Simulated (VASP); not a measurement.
# W (Im-3m) in VASP: a series of runs

Runs on W. Level: LDA. Tasks: single point, relaxation of cell and atoms.

All numbers are computed with VASP 6.6.1; they aren't measurements. Logs are shortened: lines on timing, memory, paths and dates and some standing lists are left out, and cuts for length are marked.

### 1 The cell of the first run

Symmetry: Im-3m, No. 229, cubic system. Conventional cell: a = 3.136 Å, b = 3.136 Å, c = 3.136 Å, α = 90.00°, β = 90.00°, γ = 90.00°. Within 3.6 Å of W (site symmetry m-3m) lie 14 W at 2.72 to 3.14 Å.

### 2 Single point, LDA

INCAR reads:

```
ALGO = Fast
EDIFF = 1E-7
ENCUT = 520
ISIF = 2
ISMEAR = -1
LASPH = T
LCHARG = F
LREAL = F
LWAVE = F
NBANDS = 13
NELM = 80
PREC = Accurate
SIGMA = 0.15
```

KPOINTS reads:

```
k-points
0
Gamma
  18 18 18
```

POSCAR reads:

```
W
1.0
   -1.5679870873      1.5679870873      1.5679870873
    1.5679870873     -1.5679870873      1.5679870873
    1.5679870873      1.5679870873     -1.5679870873
W
1
Direct
    0.0000000000      0.0000000000      0.0000000000
```

Potentials or basis: VASP PAW LDA potentials, release 64 (W_sv).

On the command line:

```
$ cat potpaw_LDA.64/W_sv/POTCAR > POTCAR
$ mpirun -np 1 vasp_std > vasp.out
```

OUTCAR:

```text
EDIFF = 1E-7
   ENCUT = 520
   ISIF = 2
   ISMEAR = -1
   LASPH = T
   LREAL = F
   NELM = 80
   PREC = Accurate

 ion  position               nearest neighbor table
   1  0.000  0.000  0.000-

  LATTYP: Found a body centered cubic cell.
 ALAT       =     3.1359741746

  Lattice vectors:

 A1 = (  -1.5679870873,   1.5679870873,   1.5679870873)
 A2 = (   1.5679870873,  -1.5679870873,   1.5679870873)
 A3 = (   1.5679870873,   1.5679870873,  -1.5679870873)

Analysis of symmetry for initial positions (statically):
=====================================================================
 Subroutine PRICEL returns:
 Original cell was already a primitive cell.

 Routine SETGRP: Setting up the symmetry group for a
 body centered cubic supercell.

 Subroutine GETGRP returns: Found 48 space group operations
 (whereof 48 operations were pure point group operations)
 out of a pool of 48 trial point group operations.

The static configuration has the point symmetry O_h .

Analysis of symmetry for dynamics (positions and initial velocities):
=====================================================================
 Subroutine PRICEL returns:
 Original cell was already a primitive cell.

 Routine SETGRP: Setting up the symmetry group for a
 body centered cubic supercell.

 Subroutine GETGRP returns: Found 48 space group operations
 (whereof 48 operations were pure point group operations)
 out of a pool of 48 trial point group operations.

The dynamic configuration has the point symmetry O_h .

 Subroutine INISYM returns: Found 48 space group operations
 (whereof 48 operations are pure point group operations),
 and found     1 'primitive' translations

----------------------------------------------------------------------------------------

                                     Primitive cell

  volume of cell :      15.4201

  direct lattice vectors                    reciprocal lattice vectors
    -1.567987087  1.567987087  1.567987087     0.000000000  0.318880177  0.318880177
     1.567987087 -1.567987087  1.567987087     0.318880177  0.000000000  0.318880177
     1.567987087  1.567987087 -1.567987087     0.318880177  0.318880177  0.000000000

  length of vectors
     2.715833301  2.715833301  2.715833301     0.450964671  0.450964671  0.450964671

  position of ions in fractional coordinates (direct lattice)
     0.000000000  0.000000000  0.000000000

  ion indices of the primitive-cell ions
   primitive index   ion index
                 1           1

----------------------------------------------------------------------------------------

 KPOINTS: k-points

Automatic generation of k-mesh.
 Grid dimensions read from file:
 generate k-points for:   18   18   18

 Generating k-lattice:

  Cartesian coordinates                     Fractional coordinates (reciprocal lattice)
     0.000000000  0.017715565  0.017715565     0.055555556  0.000000000  0.000000000
     0.017715565  0.000000000  0.017715565     0.000000000  0.055555556  0.000000000
     0.017715565  0.017715565  0.000000000     0.000000000  0.000000000  0.055555556

  Length of vectors
     0.025053593  0.025053593  0.025053593

  Shift w.r.t. Gamma in fractional coordinates (k-lattice)
     0.000000000  0.000000000  0.000000000

 Subroutine IBZKPT returns following result:
 ===========================================

 Found    195 irreducible k-points:

 Following reciprocal coordinates:
            Coordinates               Weight
  0.000000  0.000000  0.000000      1.000000
  0.055556  0.000000  0.000000     12.000000
  0.111111  0.000000  0.000000     12.000000
  0.166667  0.000000  0.000000     12.000000
  0.222222  0.000000  0.000000     12.000000
  0.277778  0.000000  0.000000     12.000000
[... 16 lines left out ...]
  0.333333  0.111111  0.000000     48.000000
  0.388889  0.111111  0.000000     48.000000
 [... further k-points ...]
   k-points           NKPTS =    195   k-points in BZ     NKDIM =    195   number of bands    NBANDS=     13
   number of dos      NEDOS =    301   number of ions     NIONS =      1
   total plane-waves  NPLWV =   8000
   dimension x,y,z NGX =    20 NGY =   20 NGZ =   20
   dimension x,y,z NGXF=    40 NGYF=   40 NGZF=   40
   ions per type =               1
   NGX,Y,Z   is equivalent  to a cutoff of  12.24, 12.24, 12.24 a.u.
   NGXF,Y,Z  is equivalent  to a cutoff of  24.49, 24.49, 24.49 a.u.
 SYSTEM =  unknown system
   PREC   = accura    normal or accurate (medium, high low for compatibility)
   ISTART =      0    job   : 0-new  1-cont  2-samecut
   ICHARG =      2    charge: 1-file 2-atom 10-const
   ISPIN  =      1    spin polarized calculation?
   LNONCOLLINEAR =      F non collinear calculations
   LSORBIT =      F    spin-orbit coupling
   LASPH  =      T    aspherical Exc in radial PAW
   ENCUT  =  520.0 eV  38.22 Ry    6.18 a.u.   5.05  5.05  5.05*2*pi/ulx,y,z
   NELM   =     80;   NELMIN=  2; NELMDL= -5     # of ELM steps
   EDIFF  = 0.1E-06   stopping-criterion for ELM
   LREAL  =      F    real-space projection
   EDIFFG = 0.1E-05   stopping-criterion for IOM
   NSW    =      0    number of steps for IOM
   IBRION =     -1    ionic relax: 0-MD 1-quasi-New 2-CG
   NFREE  =      0    steps in history (QN), initial steepest desc. (CG)
   ISIF   =      2    stress and relaxation
   ISYM   =      2    0-nonsym 1-usesym 2-fastsym
   POTIM  = 0.5000    time-step for ionic-motion
   TEBEG  =    0.0;   TEEND  =   0.0 temperature during run
   PSTRESS=    0.0 pullay stress
   NELECT =      14.0000    total number of electrons
   NUPDOWN=      -1.0000    fix difference up-down
   EMIN   =  10.00;   EMAX   =-10.00  energy-range for DOS
   EFERMI =   0.00;   METHOD = LEGACY
   ISMEAR =    -1;   SIGMA  =   0.15  broadening in eV -4-tet -1-fermi 0-gaus
   EFERMI_NEDOS =   21; number of points for ismear=-14 and -15
   IALGO  =     68    algorithm
   IMIX   =      4    mixing-type and parameters
     AMIX     =   0.40;   BMIX     =  1.00
     AMIX_MAG =   1.60;   BMIX_MAG =  1.00
  volume/ion in A,a.u.               =      15.42       104.06
  Fermi-wavevector in a.u.,A,eV,Ry     =   1.585216  2.995623 34.190200  2.512909
  Thomas-Fermi vector in A             =   2.684714
   LORBIT       =      0    0 simple, 1 ext, 2 COOP (PROOUT), +10 PAW based schemes
   GGA     = CA    functional components
   LHFCALC =     F    Hartree Fock is set to
   AEXX    =    0.0000 exact exchange contribution
   IVDW    =     0    specifies the selected vdW correction
   LEPSILON=     F    determine dielectric tensor
   LRPA    =     F    only Hartree local field effects (RPA)
 non-spin polarized calculation
 RMM-DIIS sequential band-by-band and
  energy-cutoff  :      520.00
  volume of cell :       15.42
 maximum number of plane-waves:       430
   NGX =  9   NGY =  9   NGZ =  9

 number of electron      14.0000004 magnetization

 Free energy of the ion-electron system (eV)
  ---------------------------------------------------
  ext. energy  EPLUGINS =         0.00000000
  ---------------------------------------------------
  free energy    TOTEN  =       -14.12016249 eV

  energy without entropy =      -14.08123412  energy(sigma->0) =      -14.10069831

 E-fermi :  11.7220     XC(G=0): -13.9848

 val. band max:       11.7161178074   @ k =   0.5000   0.5000   0.2222
 cond. band min:      11.7406865106   @ k =   0.1667   0.0000   0.0000
 fundamental gap:      0.0245687032
 Fermi energy:        11.7220330104

 k-point     1 :       0.0000    0.0000    0.0000
  band No.  band energies     occupation
      1     -61.9856      2.00000
      2     -25.7497      2.00000
      3     -25.7497      2.00000
      4     -25.7497      2.00000
      5       2.0307      2.00000
      6      10.4181      1.99966
      7      10.4181      1.99966
      8      10.4181      1.99966
      9      13.9799      0.00000
     10      13.9799      0.00000
     11      26.3613      0.00000
     12      26.3613      0.00000
     13      26.3613      0.00000

 k-point     2 :       0.0556    0.0000    0.0000
  band No.  band energies     occupation
      1     -61.9810      2.00000
      2     -25.7969      2.00000
      3     -25.7643      2.00000
      4     -25.7500      2.00000
      5       2.1866      2.00000
      6      10.3230      1.99982
      7      10.3979      1.99971
      8      10.5683      1.99909
      9      13.8252      0.00000
     10      13.9805      0.00000
     11      26.4964      0.00000
     12      26.6241      0.00000
     13      26.7527      0.00000

 k-point     3 :       0.1111    0.0000    0.0000
  band No.  band energies     occupation
      1     -61.9675      2.00000
      2     -25.9312      2.00000
      3     -25.8060      2.00000
      4     -25.7508      2.00000
      5       2.6358      2.00000
      6      10.0607      1.99997
      7      10.3096      1.99984
      8      11.0142      1.98231
      9      13.4962      0.00001
     10      13.9901      0.00000
     11      26.8390      0.00000
     12      27.3881      0.00000
     13      27.7585      0.00000

 k-point     4 :       0.1667    0.0000    0.0000
  band No.  band energies     occupation
      1     -61.9468      2.00000
      2     -26.1326      2.00000
      3     -25.8694      2.00000
      4     -25.7520      2.00000
      5       3.3178      2.00000
      6       9.6874      2.00000
      7      10.1110      1.99996
      8      11.7407      0.93790
      9      13.2598      0.00007
     10      14.0277      0.00000
     11      27.1578      0.00000
     12      28.5925      0.00000
     13      28.8722      0.00000

 k-point     5 :       0.2222    0.0000    0.0000
  band No.  band energies     occupation
      1     -61.9214      2.00000
      2     -26.3729      2.00000
      3     -25.9463      2.00000
      4     -25.7535      2.00000
      5       4.1140      2.00000
      6       9.2680      2.00000
      7       9.8773      1.99999
      8      12.7207      0.00256
      9      13.2651      0.00007
     10      14.1131      0.00000
     11      27.0217      0.00000
     12      29.1192      0.00000
     13      30.1629      0.00000

 k-point     6 :       0.2778    0.0000    0.0000
  band No.  band energies     occupation
      1     -61.8942      2.00000
      2     -26.6211      2.00000
      3     -26.0269      2.00000
      4     -25.7552      2.00000
      5       4.8248      2.00000
      6       8.8595      2.00000
      7       9.8604      1.99999
      8      13.4694      0.00002
      9      13.9111      0.00000
     10      14.2562      0.00000
     11      26.2489      0.00000
     12      28.0282      0.00000
     13      32.0250      0.00000

 k-point     7 :       0.3333    0.0000    0.0000
  band No.  band energies     occupation
      1     -61.8685      2.00000
      2     -26.8478      2.00000
      3     -26.1016      2.00000
      4     -25.7568      2.00000
      5       5.2359      2.00000
      6       8.5045      2.00000
      7      10.3124      1.99983
      8      13.7501      0.00000
      9      14.4491      0.00000
     10      15.2397      0.00000
     11      25.2038      0.00000
     12      26.4092      0.00000
     13      33.4495      0.00000
[... 193 lines left out ...]
 k-point    20 :       0.1667    0.1111    0.0000
  band No.  band energies     occupation
      1     -61.9114      2.00000
      2     -26.4423      2.00000
      3     -25.9484      2.00000
      4     -25.8070      2.00000
      5       4.4975      2.00000
      6       9.2748      2.00000
      7       9.4801      2.00000
      8      12.9147      0.00070
      9      13.3388      0.00004
     10      14.4390      0.00000
     11      27.6099      0.00000
     12      28.5409      0.00000
     13      30.0967      0.00000

 k-point    21 :       0.2222    0.1111    0.0000
  band No.  band energies     occupation
      1     -61.8858      2.00000
      2     -26.6535      2.00000
      3     -26.0413      2.00000
      4     -25.8136      2.00000
      5       5.2306      2.00000
      6       8.8797      2.00000
      7       9.4167      2.00000
      8      13.0766      0.00024
      9      14.5477      0.00000
     10      14.6501      0.00000
     11      26.4728      0.00000
     12      28.1626      0.00000
     13      31.0693      0.00000

 k-point    22 :       0.2778    0.1111    0.0000
  band No.  band energies     occupation
      1     -61.8617      2.00000
      2     -26.8454      2.00000
      3     -26.1314      2.00000
      4     -25.8179      2.00000
      5       5.6747      2.00000
      6       8.5554      2.00000
      7       9.7582      2.00000
      8      13.3864      0.00003
      9      14.7490      0.00000
     10      15.9629      0.00000
     11      25.2559      0.00000
     12      26.8148      0.00000
     13      31.4018      0.00000

 k-point    23 :       0.3333    0.1111    0.0000
  band No.  band energies     occupation
      1     -61.8420      2.00000
      2     -26.9979      2.00000
      3     -26.2053      2.00000
      4     -25.8208      2.00000
      5       5.7854      2.00000
      6       8.3181      2.00000
      7      10.4941      1.99944
      8      13.6911      0.00000
      9      14.9049      0.00000
     10      17.3194      0.00000
     11      24.1144      0.00000
     12      25.3835      0.00000
     13      30.0568      0.00000

 k-point    24 :       0.3889    0.1111    0.0000
  band No.  band energies     occupation
      1     -61.8291      2.00000
      2     -27.0958      2.00000
      3     -26.2536      2.00000
      4     -25.8226      2.00000
      5       5.7513      2.00000
      6       8.1726      2.00000
      7      11.2726      1.90478
      8      13.7772      0.00000
      9      15.1613      0.00000
     10      18.4122      0.00000
     11      23.0600      0.00000
     12      24.5115      0.00000
     13      29.0165      0.00000

 [... further k-points ...]
[... 5 lines left out ...]
  --------------------------------------------------------------------------------------
  -------------------------------------------------------------------------------------
  Total        0.1791531      0.1791531      0.1791531      0.0000000      0.0000000     -0.0000000
  in kB       18.6143326     18.6143326     18.6143326      0.0000000      0.0000000     -0.0000000
  external PRESSURE =      18.6143326 kB  Pullay stress =       0.0000000 kB

 VOLUME and BASIS-vectors are now :
 -----------------------------------------------------------------------------
  energy-cutoff  :      520.00
  volume of cell :       15.42
      direct lattice vectors                 reciprocal lattice vectors
    -1.567987087  1.567987087  1.567987087     0.000000000  0.318880177  0.318880177
     1.567987087 -1.567987087  1.567987087     0.318880177  0.000000000  0.318880177
     1.567987087  1.567987087 -1.567987087     0.318880177  0.318880177  0.000000000

 POSITION                                       TOTAL-FORCE (eV/Angst)
 -----------------------------------------------------------------------------------
      0.00000      0.00000      0.00000         0.000000     -0.000000      0.000000
 -----------------------------------------------------------------------------------
    total drift:                               -0.000000     -0.000000      0.000000

  FREE ENERGIE OF THE ION-ELECTRON SYSTEM (eV)
  ---------------------------------------------------
  free  energy   TOTEN  =       -14.1201624930 eV

  energy  without entropy=      -14.0812341173  energy(sigma->0) =      -14.10069831
```

Run time: 20 s. Hardware: 1 thread of AMD EPYC 9R45 (Zen 5), shared host; peak memory 0.12 GiB.

What came out:

```yaml
Free_energy: -14.1202 eV
Pressure: 1.9 GPa
Band_gap_on_the_k_mesh: zero (band 7 reaches 17.08 eV, above the bottom of band 8 at 10.42 eV)
```

Caveat: spin-orbit coupling is left out, which moves the levels of the heavy elements.

### 3 Relaxation of cell and atoms, LDA

INCAR reads:

```
PREC = Accurate
ENCUT = 600
EDIFF = 1E-6
ISMEAR = 0
SIGMA = 0.1
LREAL = False
LASPH = True
NELM = 80
ALGO = Normal
ISIF = 3
LWAVE = False
LCHARG = False
GGA = CA
IBRION = 2
NSW = 100
EDIFFG = -0.002
```

KPOINTS reads:

```
Automatic mesh
0
Gamma
  16 16 16
```

POSCAR reads:

```
W
1.0
   -1.5689684577      1.5689684577      1.5689684577
    1.5689684577     -1.5689684577      1.5689684577
    1.5689684577      1.5689684577     -1.5689684577
W
1
Direct
    0.0000000000      0.0000000000      0.0000000000
```

Potentials or basis: VASP PAW LDA potentials, release 64 (W_sv).

On the command line:

```
$ cat potpaw_LDA.64/W_sv/POTCAR > POTCAR
$ mpirun -np 1 vasp_std > vasp.out
```

Wall time 28 s (1 thread of AMD EPYC 9R45 (Zen 5), shared host); peak memory 0.13 GiB.

The run converged. Its results:

```yaml
Free_energy: -14.1109 eV
Relaxed_volume: 15.49 Å³/atom
Relaxed_cell: a = 2.720 Å, b = 2.720 Å, c = 2.720 Å, α = 109.47°, β = 109.47°, γ = 109.47°
Space_group_after_relaxing_to_0.05_Å: Im-3m (No. 229)
Energy_gained_by_relaxing: 0.1 meV/atom
Ionic_steps: 3
Pressure_after_relaxing: 0.0 GPa
Band_gap_on_the_k_mesh: zero (band 7 reaches 16.97 eV, above the bottom of band 8 at 10.36 eV)
```

Step by step:
```csv
step,energy change (eV),largest force (eV/Å),pressure (GPa),volume (Å³)
1,0.0000,0.0000,0.96,15.45
2,0.0017,0.0000,-3.49,15.66
3,-0.0001,0.0000,-0.01,15.49
```

Final structure:
```cif
data_structure
_symmetry_space_group_name_H-M 'P 1'
_symmetry_Int_Tables_number 1
_cell_length_a 2.7201
_cell_length_b 2.7201
_cell_length_c 2.7201
_cell_angle_alpha 109.471
_cell_angle_beta 109.471
_cell_angle_gamma 109.471
_cell_volume 15.49
loop_
_atom_site_label
_atom_site_type_symbol
_atom_site_fract_x
_atom_site_fract_y
_atom_site_fract_z
_atom_site_occupancy
W1 W 0.00000 0.00000 0.00000 1
```

Levels at points of the mesh, in eV from the Fermi level:
```csv
k point,band 3,band 4,band 5,band 6,band 7,band 8,band 9,band 10,band 11
"(0.00, 0.00, 0.00)",-37.52,-37.52,-9.70,-1.33,-1.33,-1.33,2.21,2.21,14.60
"(0.50, 0.00, 0.00)",-37.98,-37.53,-6.44,-3.73,0.89,2.13,3.12,6.31,11.44
"(0.50, 0.50, 0.50)",-38.50,-38.50,-6.07,-6.07,5.28,5.28,5.28,8.51,8.51
```

Caveat: spin-orbit coupling is left out, which moves the levels of the heavy elements.

[end of part 1 of 2]
